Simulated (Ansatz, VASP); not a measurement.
**One calculation of Ta, two programs**

```
CELL_PARAMETERS angstrom
-1.62059 1.62059 1.88183
1.62059 -1.62059 1.88183
1.62059 1.62059 -1.88183
ATOMIC_POSITIONS crystal
Ta 0.00000 0.00000 0.00000
```

Alike in both runs: task single point; functional PBEsol; k mesh 22 × 22 × 22; occupations gaussian, width 0.15 eV; no spin polarisation.

|  | VASP | Ansatz |
| --- | --- | --- |
| version | VASP 6.6.1 | Ansatz 0.2.0 |
| potentials or method | VASP PAW PBE potentials, release 64 (Ta_pv), cutoff 520 eV | scalar-relativistic, plane waves, PAW |
| valence electrons in the cell | 11 | 13 |

Ansatz gave:

* gap on the k mesh at the Fermi level (eV): none
* pressure (GPa): -17.4
* traceless stress, the component that is largest in VASP (GPa): -6.70

What did VASP give for the same quantities?

gap on the k mesh at the Fermi level (eV): none; pressure (GPa): -17.4; traceless stress, the component that is largest in VASP (GPa): -6.72.

VASP's potentials were made for PBE, not for PBEsol, and Ansatz warns of the same on its side. A gap of «none» marks a metal or a gap that the smearing closes. VASP's potentials hold 11 valence electrons a cell and Ansatz's 13, so a difference there can come from the potentials and not from the codes.

Neither program's run includes spin-orbit coupling.
